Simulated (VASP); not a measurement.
# Co12H in VASP: a series of runs

Co12H is run at these levels: PBE; tasks: single point.

Program: VASP 6.6.1. These are calculated values, not measurements. Logs are shortened: lines on timing, memory, paths and dates and some standing lists are left out, and cuts for length are marked.

## Step 1: The cell of the first run

The cell holds a slab with vacuum, 13 atoms: a = 4.988 Å, b = 4.988 Å, c = 23.033 Å, α = 90.00°, β = 90.00°, γ = 120.00°.

## Step 2: Single point, PBE, collinear spin, ferromagnetic start

Input file INCAR:

```
SYSTEM = Co12H
  PREC = Accurate
  ENCUT = 520
  EDIFF = 1E-7
  ISMEAR = 0
  SIGMA = 0.1
  LREAL = .False.
  LASPH = .True.
  NELM = 150
  ALGO = Normal
  ISIF = 2
  LWAVE = .False.
  LCHARG = .True.
  ISPIN = 2
  MAGMOM = 2 2 2 2 1.97 1.97 1.97 1.97 2 2 2 2 1
  LORBIT = 11
  LMAXMIX = 4
  LDIPOL = .True.
  IDIPOL = 3
  DIPOL = 0.5 0.5 0.465
  GGA = PE
  LELF = .True.
  LVHAR = .True.
  LVACPOTAV = .True.
  NBANDS = 70
```

Input file KPOINTS:

```
Automatic mesh
0
Gamma
  6 6 1
  0 0 0
```

Input file POSCAR:

```
Co12H
1.0
    4.9875371071      0.0000000000      0.0000000000
   -2.4937685535      4.3193338370      0.0000000000
    0.0000000000      0.0000000000     23.0330681235
Co H
12 1
Direct
    0.1666666667      0.3333333333      0.3690346399
    0.1666666667      0.8333333333      0.3690346399
    0.6666666667      0.3333333333      0.3690346399
    0.6666666667      0.8333333333      0.3690346399
    0.3332948765      0.1667051235      0.4547317845
    0.3332948765      0.6665897531      0.4547317845
    0.8334102469      0.1667051235      0.4547317845
    0.8333333333      0.6666666667      0.4547354412
    0.1666666667      0.3333333333      0.5406062771
    0.1697218081      0.8348609040      0.5412313769
    0.6651390960      0.3302781919      0.5412313769
    0.6651390960      0.8348609040      0.5412313769
    0.8333333333      0.6666666667      0.5826007445
```

Potentials or basis: VASP PAW PBE potentials, release 64 (Co, H).

Started as:

```bash
$ cat potpaw_PBE.64/Co/POTCAR potpaw_PBE.64/H/POTCAR > POTCAR
$ mpirun -np 1 vasp_std > vasp.out
```

OUTCAR:

```text
SYSTEM = Co12H
   PREC = Accurate
   ENCUT = 520
   EDIFF = 1E-7
   ISMEAR = 0
   LREAL = .False.
   LASPH = .True.
   NELM = 150
   ISIF = 2
   ISPIN = 2
   LORBIT = 11
   GGA = PE

 ion  position               nearest neighbor table
   1  0.167  0.333  0.369-   5 2.44   6 2.44   7 2.44   2 2.49   2 2.49   4 2.49   4 2.49   3 2.49
                             3 2.49
   2  0.167  0.833  0.369-   8 2.44   6 2.44   5 2.44   1 2.49   1 2.49   3 2.49   3 2.49   4 2.49
                             4 2.49
   3  0.667  0.333  0.369-   8 2.44   7 2.44   5 2.44   4 2.49   4 2.49   2 2.49   2 2.49   1 2.49
                             1 2.49
   4  0.667  0.833  0.369-   8 2.44   7 2.44   6 2.44   3 2.49   3 2.49   1 2.49   1 2.49   2 2.49
                             2 2.49
   5  0.333  0.167  0.455-   1 2.44   2 2.44   3 2.44   9 2.45  10 2.45  11 2.45   6 2.49   7 2.49
                             8 2.49   8 2.49   6 2.49   7 2.49
   6  0.333  0.667  0.455-   1 2.44   2 2.44   4 2.44   9 2.45  10 2.45  12 2.45   5 2.49   7 2.49
                             8 2.49   8 2.49   5 2.49   7 2.49
   7  0.833  0.167  0.455-   1 2.44   3 2.44   4 2.44   9 2.45  11 2.45  12 2.45   6 2.49   5 2.49
                             8 2.49   8 2.49   6 2.49   5 2.49
   8  0.833  0.667  0.455-   4 2.44   3 2.44   2 2.44  12 2.47  11 2.47  10 2.47   7 2.49   7 2.49
                             5 2.49   5 2.49   6 2.49   6 2.49
   9  0.167  0.333  0.541-   5 2.45   6 2.45   7 2.45  10 2.49  10 2.49  12 2.49  12 2.49  11 2.49
                            11 2.49
  10  0.170  0.835  0.541-  13 1.74   6 2.45   5 2.45   8 2.47  11 2.47  12 2.47   9 2.49   9 2.49
                            11 2.52  12 2.52
  11  0.665  0.330  0.541-  13 1.74   7 2.45   5 2.45   8 2.47  12 2.47  10 2.47   9 2.49   9 2.49
                            12 2.52  10 2.52
  12  0.665  0.835  0.541-  13 1.74   7 2.45   6 2.45   8 2.47  11 2.47  10 2.47   9 2.49   9 2.49
                            11 2.52  10 2.52
  13  0.833  0.667  0.583-  12 1.74  11 1.74  10 1.74

  LATTYP: Found a hexagonal cell.
 ALAT       =     4.9875371071
 C/A-ratio  =     4.6181246633

  Lattice vectors:

 A1 = (   4.9875371071,   0.0000000000,   0.0000000000)
 A2 = (  -2.4937685535,   4.3193338370,   0.0000000000)
 A3 = (   0.0000000000,   0.0000000000,  23.0330681235)

Analysis of symmetry for initial positions (statically):
=====================================================================
 Subroutine PRICEL returns:
 Original cell was already a primitive cell.

 Routine SETGRP: Setting up the symmetry group for a
 hexagonal supercell.

 Subroutine GETGRP returns: Found  6 space group operations
 (whereof  2 operations were pure point group operations)
 out of a pool of 24 trial point group operations.

The static configuration has the point symmetry C_1h.
 The point group associated with its full space group is C_3v.

Analysis of symmetry for dynamics (positions and initial velocities):
=====================================================================
 Subroutine PRICEL returns:
 Original cell was already a primitive cell.

 Routine SETGRP: Setting up the symmetry group for a
 hexagonal supercell.

 Subroutine GETGRP returns: Found  6 space group operations
 (whereof  2 operations were pure point group operations)
 out of a pool of 24 trial point group operations.

The dynamic configuration has the point symmetry C_1h.
 The point group associated with its full space group is C_3v.

Analysis of structural, dynamic, and magnetic symmetry:
=====================================================================
 Subroutine PRICEL returns:
 Original cell was already a primitive cell.

 Routine SETGRP: Setting up the symmetry group for a
 hexagonal supercell.

 Subroutine GETGRP returns: Found  6 space group operations
 (whereof  2 operations were pure point group operations)
 out of a pool of 24 trial point group operations.

The overall configuration has the point symmetry C_1h.
 The point group associated with its full space group is C_3v.

 Subroutine INISYM returns: Found  6 space group operations
 (whereof  2 operations are pure point group operations),
 and found     1 'primitive' translations

----------------------------------------------------------------------------------------

                                     Primitive cell

  volume of cell :     496.1977

  direct lattice vectors                    reciprocal lattice vectors
[... 103 lines left out ...]
   NUPDOWN=      -1.0000    fix difference up-down
   EMIN   =  10.00;   EMAX   =-10.00  energy-range for DOS
   EFERMI =   0.00;   METHOD = LEGACY
   ISMEAR =     0;   SIGMA  =   0.10  broadening in eV -4-tet -1-fermi 0-gaus
   EFERMI_NEDOS =   21; number of points for ismear=-14 and -15
   IALGO  =     38    algorithm
   IMIX   =      4    mixing-type and parameters
     AMIX     =   0.40;   BMIX     =  1.00
     AMIX_MAG =   1.60;   BMIX_MAG =  1.00
  volume/ion in A,a.u.               =      38.17       257.58
  Fermi-wavevector in a.u.,A,eV,Ry     =   0.987792  1.866656 13.275649  0.975733
  Thomas-Fermi vector in A             =   2.119272
   LORBIT       =     11    0 simple, 1 ext, 2 COOP (PROOUT), +10 PAW based schemes
   GGA     = PE    functional components
   LHFCALC =     F    Hartree Fock is set to
   AEXX    =    0.0000 exact exchange contribution
   IVDW    =     0    specifies the selected vdW correction
   LEPSILON=     F    determine dielectric tensor
   LRPA    =     F    only Hartree local field effects (RPA)
 spin polarized calculation
 Gauss-broadening in eV      SIGMA  =   0.10
  energy-cutoff  :      520.00
  volume of cell :      496.20
 maximum number of plane-waves:     13374
 NGX is ok and might be reduce to    40
   NGX = 19   NGY = 19   NGZ = 85

 dipolmoment           0.000000      0.000000      0.452840 electrons x Angstroem

 number of electron     108.9999992 magnetization      20.3634566

 dipolmoment           0.000000      0.000000     -0.001445 electrons x Angstroem

 Free energy of the ion-electron system (eV)
  ---------------------------------------------------
  ext. energy  EPLUGINS =         0.00000000
  ---------------------------------------------------
  free energy    TOTEN  =       -82.58457562 eV

  energy without entropy =      -82.51456574  energy(sigma->0) =      -82.54957068

 E-fermi :  -0.8198     XC(G=0):  -4.3878

 val. band max:       -0.8198970474   @ k =   0.3333   0.0000   0.0000
 cond. band min:      -0.8196955989   @ k =   0.5000  -0.0000   0.0000
 fundamental gap:      0.0002014485
 Fermi energy:        -0.8198110111

 spin component 1

 k-point     1 :       0.0000    0.0000    0.0000
  band No.  band energies     occupation
      1      -9.2475      1.00000
      2      -7.8103      1.00000
      3      -6.3934      1.00000
      4      -5.8431      1.00000
      5      -5.7246      1.00000
      6      -5.7246      1.00000
[... 472 lines left out ...]
     65      -1.2383      1.00000
     66      -1.2349      1.00000
 Fermi energy:        -0.8198110111

 spin component 2

 k-point     1 :       0.0000    0.0000    0.0000
  band No.  band energies     occupation
      1      -9.2090      1.00000
      2      -7.6381      1.00000
      3      -5.8713      1.00000
      4      -4.8650      1.00000
      5      -4.7327      1.00000
      6      -4.7224      1.00000
[... 472 lines left out ...]
     65       0.4200      0.00000
     66       0.4321      0.00000
 [bands above 66 left out]

------------------------ aborting loop because EDIFF is reached ----------------------------------------

  FORCE on cell =-STRESS in cart. coord.  units (eV):
  Direction    XX          YY          ZZ          XY          YZ          ZX
  --------------------------------------------------------------------------------------
  -------------------------------------------------------------------------------------
  Total       -5.4222763     -5.4222763     -0.3626810     -0.0000000      0.0000000      0.0000000
  in kB      -17.5080396    -17.5080396     -1.1710643     -0.0000000      0.0000000      0.0000000
  external PRESSURE =     -12.0623812 kB  Pullay stress =       0.0000000 kB

 VOLUME and BASIS-vectors are now :
 -----------------------------------------------------------------------------
  energy-cutoff  :      520.00
  volume of cell :      496.20
      direct lattice vectors                 reciprocal lattice vectors
     4.987537107  0.000000000  0.000000000     0.200499761  0.115758591  0.000000000
    -2.493768553  4.319333837  0.000000000     0.000000000  0.231517182  0.000000000
     0.000000000  0.000000000 23.033068124     0.000000000  0.000000000  0.043415840

 POSITION                                       TOTAL-FORCE (eV/Angst)
 -----------------------------------------------------------------------------------
      0.00000      1.43978      8.50000        -0.000000     -0.000000      0.076163
     -1.24688      3.59944      8.50000         0.002791      0.001612     -0.001166
      2.49377      1.43978      8.50000        -0.000000     -0.003223     -0.001166
      1.24688      3.59944      8.50000        -0.002791      0.001612     -0.001166
      1.24660      0.72006     10.47387         0.008053     -0.004649      0.007798
     -0.00000      2.87922     10.47387         0.000000      0.009299      0.007798
      3.74094      0.72006     10.47387        -0.008053     -0.004649      0.007798
      2.49377      2.87956     10.47395        -0.000000     -0.000000     -0.009580
      0.00000      1.43978     12.45182        -0.000000     -0.000000     -0.031219
     -1.23546      3.60604     12.46622        -0.013125     -0.007578     -0.009031
      2.49377      1.42658     12.46622         0.000000      0.015155     -0.009031
      1.23546      3.60604     12.46622         0.013125     -0.007578     -0.009031
      2.49377      2.87956     13.41908        -0.000000     -0.000000     -0.028165
 -----------------------------------------------------------------------------------
    total drift:                                0.000000      0.000000      0.001235

  FREE ENERGIE OF THE ION-ELECTRON SYSTEM (eV)
  ---------------------------------------------------
  free  energy   TOTEN  =       -82.5845756229 eV

  energy  without entropy=      -82.5145657406  energy(sigma->0) =      -82.54957068

 vacuum level on the upper side and lower side of the slab         4.103         4.115

 total charge

# of ion       s       p       d       tot
------------------------------------------
    1        0.484   0.408   7.240   8.132
    2        0.483   0.407   7.239   8.129
    3        0.483   0.407   7.239   8.129
    4        0.483   0.407   7.239   8.129
    5        0.491   0.536   7.268   8.295
    6        0.491   0.536   7.268   8.295
    7        0.491   0.536   7.268   8.295
    8        0.492   0.527   7.268   8.287
    9        0.483   0.405   7.231   8.118
   10        0.475   0.459   7.260   8.194
   11        0.475   0.459   7.260   8.194
   12        0.475   0.459   7.260   8.194
   13        0.524   0.021   0.000   0.545
--------------------------------------------------
tot          6.328   5.566  87.041  98.936

 magnetization (x)

# of ion       s       p       d       tot
------------------------------------------
    1       -0.009  -0.042   1.781   1.730
    2       -0.011  -0.040   1.797   1.747
    3       -0.011  -0.040   1.797   1.747
    4       -0.011  -0.040   1.797   1.747
    5       -0.013  -0.050   1.771   1.708
    6       -0.013  -0.050   1.771   1.708
    7       -0.013  -0.050   1.771   1.708
    8       -0.013  -0.052   1.802   1.738
    9       -0.009  -0.038   1.847   1.800
   10       -0.008  -0.033   1.682   1.641
   11       -0.008  -0.033   1.682   1.641
   12       -0.008  -0.033   1.682   1.641
   13       -0.018   0.001   0.000  -0.017
--------------------------------------------------
tot         -0.144  -0.498  21.182  20.539
```

It took 57 min on 1 thread of Oxide Virtual Turin-like, shared host; peak memory 0.99 GiB.

What came out:

| Quantity | Value |
| --- | --- |
| Free energy | -82.5846 eV |
| Largest force | 0.076 eV/Å |
| Net moment | 20.36 μB per cell |
| Site moments | Co +1.73, +1.75, +1.71, +1.74, +1.80, +1.64 (each value once); H -0.02 μB |
| Valence electrons inside the program's atomic spheres | Co 8.13, 8.29, 8.12, 8.19 (each value once); H 0.55 |

Forces in eV/Å, atoms in the order of the input:
```
Co   0.000  0.000  0.076
Co   0.003  0.002 -0.001
Co   0.000 -0.003 -0.001
Co  -0.003  0.002 -0.001
Co   0.008 -0.005  0.008
Co   0.000  0.009  0.008
Co  -0.008 -0.005  0.008
Co   0.000  0.000 -0.010
Co   0.000  0.000 -0.031
Co  -0.013 -0.008 -0.009
Co   0.000  0.015 -0.009
Co   0.013 -0.008 -0.009
H    0.000  0.000 -0.028
```

## Step 3: Single point, PBE, collinear spin, ferromagnetic start

Input file INCAR:

```
SYSTEM = Co12H
PREC = Accurate
ENCUT = 520
EDIFF = 1E-7
ISMEAR = 0
SIGMA = 0.1
LREAL = .FALSE.
LASPH = .TRUE.
NELM = 150
ALGO = Normal
ISIF = 2
LWAVE = .FALSE.
LCHARG = .FALSE.
ISPIN = 2
MAGMOM = 2 2 2 2 1.97 1.97 1.97 1.97 2 2 2 2 1
LORBIT = 11
LMAXMIX = 4
LDIPOL = .TRUE.
IDIPOL = 3
DIPOL = 0.5 0.5 0.467
GGA = PE
NBANDS = 70
```

Input file KPOINTS:

```
regular mesh
0
G
  6 6 1
  0 0 0
```

Input file POSCAR:

```
Co12H
1.0
    4.9875371071      0.0000000000      0.0000000000
   -2.4937685535      4.3193338370      0.0000000000
    0.0000000000      0.0000000000     23.0330681235
Co H
12 1
Direct
    0.1666666667      0.3333333333      0.3690346399
    0.1666666667      0.8333333333      0.3690346399
    0.6666666667      0.3333333333      0.3690346399
    0.6666666667      0.8333333333      0.3690346399
    0.3333333333      0.1666666667      0.4552420300
    0.3329470943      0.6664735472      0.4549041048
    0.8335264528      0.1670529057      0.4549041048
    0.8335264528      0.6664735472      0.4549041048
    0.1663198162      0.3336801838      0.5410672630
    0.1663198162      0.8326396324      0.5410672630
    0.6673603676      0.3336801838      0.5410672630
    0.6666666667      0.8333333333      0.5408708371
    0.6666666667      0.8333333333      0.6062017958
```

Potentials or basis: VASP PAW PBE potentials, release 64 (Co, H).

Started as:

```bash
$ cat potpaw_PBE.64/Co/POTCAR potpaw_PBE.64/H/POTCAR > POTCAR
$ mpirun -np 1 vasp_std > vasp.out
```

It took 62 min on 1 thread of Oxide Virtual Turin-like, shared host; peak memory 0.97 GiB.

It converged, with:

```yaml
Free_energy: -81.9331 eV
Largest_force: 0.113 eV/Å
Net_moment: 20.34 μB per cell
Site_moments: Co +1.77, +1.75, +1.73, +1.68, +1.80, +1.29 (each value once); H -0.02 μB
Valence_electrons_inside_the_program's_atomic_spheres: Co 8.12, 8.29, 8.30, 8.11, 8.34 (each value once); H 0.51
```

Forces in eV/Å, atoms in the order of the input:
```
Co   0.001  0.000  0.019
Co   0.000  0.001  0.019
Co  -0.001  0.000  0.019
Co   0.000  0.000  0.113
Co   0.000  0.000  0.021
Co  -0.017 -0.010 -0.020
Co   0.000  0.019 -0.020
Co   0.017 -0.010 -0.020
Co  -0.012  0.007 -0.027
Co   0.000 -0.014 -0.027
Co   0.012  0.007 -0.027
Co   0.000  0.000 -0.076
H    0.000  0.000  0.028
```

Levels at points of the mesh, in eV from the Fermi level:
Spin up:
```tsv
k point	band 62	band 63	band 64	band 65	band 66	band 67	band 68	band 69
(0.00, 0.00, 0.00)	-0.47	-0.47	-0.08	1.09	1.13	1.13	1.83	1.83
(0.50, 0.00, 0.00)	-0.81	-0.67	-0.66	0.33	1.25	1.26	1.29	2.21
```
Spin down:
| k point | band 41 | band 42 | band 43 | band 44 | band 45 | band 46 | band 47 | band 48 | band 49 | band 50 |
| --- | --- | --- | --- | --- | --- | --- | --- | --- | --- | --- |
| (0.00, 0.00, 0.00) | 0.09 | 0.09 | 0.13 | 0.19 | 0.19 | 0.50 | 0.65 | 0.65 | 0.72 | 0.72 |
| (0.50, 0.00, 0.00) | -0.57 | -0.23 | -0.21 | -0.18 | -0.17 | 0.02 | 0.20 | 0.24 | 0.26 | 0.35 |
